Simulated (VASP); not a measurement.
Set up this calculation in VASP 6.6.1, as the native input.

| Item | Value |
| --- | --- |
| Task | single point |
| Functional | PBE |
| Potentials or basis | VASP PAW PBE potentials, release 64 (Al, N) |
| Cutoff | 520 eV |
| k mesh | 9 × 9 × 6 |
| Occupations | gaussian, width 0.05 eV |
| Spin | no spin polarisation |
| Dipole correction | no |
| Further INCAR settings | ALGO = Normal; EDIFF = 1e-07; NBANDS = 16 |

The structure of AlN lies in POSCAR:

```
AlN
1.0
    3.4377000000      0.0000000000      0.0000000000
   -1.7188500000      2.9771355306      0.0000000000
    0.0000000000      0.0000000000      4.4388000000
Al N
2 2
Direct
    0.3333333333      0.6666666667      0.7500000000
    0.6666666667      0.3333333333      0.2500000000
    0.3333333333      0.6666666667      0.2500000000
    0.6666666667      0.3333333333      0.7500000000
```

The input as run:

INCAR

```
PREC = Accurate
ENCUT = 520
EDIFF = 1E-7
ISMEAR = 0
SIGMA = 0.05
LREAL = F
LASPH = T
NELM = 60
ALGO = Normal
ISIF = 2
LWAVE = F
LCHARG = T
GGA = PE
LELF = T
LVHAR = T
NBANDS = 16
```

KPOINTS

```
Automatic mesh
0
Gamma
  9 9 6
```

Potentials or basis: VASP PAW PBE potentials, release 64 (Al, N).

The run is started by

```sh
$ cat potpaw_PBE.64/Al/POTCAR potpaw_PBE.64/N/POTCAR > POTCAR
$ mpirun -np 1 vasp_std > vasp.out
```

Results of the run:

* Pressure: -20.6 GPa
* Band gap on the k mesh: 2.20 eV, direct

Run time: 28 s on 1 thread of Intel(R) Xeon(R) Platinum 8488C (Sapphire Rapids), with other jobs on the host, peak memory 0.18 GiB.
